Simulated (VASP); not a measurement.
TiS2:

```
Ti S
1.0
     3.36098    0.00000    0.00000
    -1.68049    2.91070    0.00000
     0.00000    0.00000    5.50509
Ti S
1 2
Direct
  0.00000 0.00000 0.00000
  0.33333 0.66667 0.25931
  0.66667 0.33333 0.74069
```

| Quantity | Value |
| --- | --- |
| Program | VASP 6.6.1 |
| Task | relaxation of cell and atoms |
| Functional | r2SCAN |
| Dispersion | rVV10 |
| Potentials or basis | VASP PAW PBE potentials, release 64 (Ti_sv, S) |
| Cutoff | 550 eV |
| k mesh | 12 × 12 × 4 |
| Occupations | fermi-dirac, width 0.02 eV |
| Spin | no spin polarisation |

At the start: pressure 2.7 GPa; volume 17.95 Å³/atom.

Where does the relaxation end?

Over 10 steps the energy falls by 13.5 meV/atom and the volume is 19.28 Å³/atom (+7.4 %); space group P-3m1 (No. 164, to 0.1 Å) before and after.

The path:
```
step  energy change (eV)  largest force (eV/Å)  pressure (GPa)  volume (Å³)
   1              0.0000                0.1733            2.71        53.86
   2             -0.0140                0.4923           -1.62        56.26
   3             -0.0163                0.4085           -0.50        55.59
   4             -0.0275                0.1662           -0.04        56.05
   5             -0.0290                0.0455            0.20        56.29
   6             -0.0340                0.0306            0.17        56.65
   7             -0.0403                0.0123            0.16        57.72
   8             -0.0403                0.0139            0.16        57.78
   9             -0.0401                0.0550           -0.41        58.07
  10             -0.0404                0.0040            0.01        57.85
```

Final structure:
```
Ti S
1.0
     3.41240    0.00000    0.00000
    -1.70620    2.95523    0.00000
     0.00000    0.00000    5.73680
Ti S
1 2
Cartesian
  3.4124 0.0000 0.0000
  0.0000 1.9702 1.4064
  1.7062 0.9851 4.3304
```

Caveat: the PAW data sets were made with another functional, which shifts forces and pressure a little.
